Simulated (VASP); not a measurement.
Input of a VASP 6.6.1 run:

File INCAR:

```
ALGO = Normal
EDIFF = 1E-6
ENCUT = 500
GGA = PS
GGA_COMPAT = F
ISIF = 2
ISMEAR = -1
LASPH = T
LCHARG = T
LELF = T
LREAL = F
LVHAR = T
LWAVE = F
NBANDS = 8
NELM = 120
PREC = Accurate
SIGMA = 0.08
```

Contents of KPOINTS:

```
k-points
0
Gamma
  26 26 26
```

Contents of POSCAR:

```
B
1.0
    0.0000000000      1.2152019415      1.2152019415
    1.2152019415      0.0000000000      1.2152019415
    1.2152019415      1.2152019415      0.0000000000
B
1
Direct
    0.0000000000      0.0000000000      0.0000000000
```

Potentials or basis: VASP PAW PBE potentials, release 64 (B).

Command:

```bash
$ cat potpaw_PBE.64/B/POTCAR > POTCAR
$ mpirun -np 1 vasp_std > vasp.out
```

**Question.** Predict the pressure.

**Answer.** 321.9 GPa.

Caveat: the PAW data sets were made with another functional, which shifts forces and pressure a little.
